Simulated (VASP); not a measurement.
Runs of VASP 6.6.1 on Cs. The structure is that of space group Fm-3m (No. 225), or close to it. The cells are those of the table. This isn't the form of Cs at room conditions, which is bcc.

| task | cell | k mesh | gap on the mesh (eV) | pressure (GPa) |
| --- | --- | --- | --- | --- |
| relaxation of cell and atoms | relaxed to 5 GPa from a = 3.823 Å, angles 60.0°, 1 atom | 12 × 12 × 12 | none | 5.0 |
| single point | a = 5.139 Å, angles 60.0°, 1 atom | 10 × 10 × 10 | none | (a) |
| relaxation of cell and atoms | relaxed to 5 GPa from a = 3.824 Å, angles 60.0°, 1 atom | 12 × 12 × 12 | none | 5.0 |
| single point | a = 3.823 Å, angles 60.0°, 1 atom | 12 × 12 × 12 | none | 5.1 |

Alike in all rows: level LDA; potentials or basis VASP PAW LDA potentials, release 64 (Cs_sv); no spin polarisation; cutoff (eV) 500; smearing fermi-dirac 0.05 eV.

Task: Fill in the values left out.

Result: (a) 0.0.

Caveats: spin-orbit coupling is left out, which moves the levels of the heavy elements; the cell is relaxed towards a set pressure, so the run minimises the enthalpy, not the energy (at least some runs); the cell stands under pressure (at least some runs).

A k mesh can miss the band edges, and the runs leave out spin-orbit coupling on Cs.

A gap of «none» marks levels without a gap at the run's occupations.
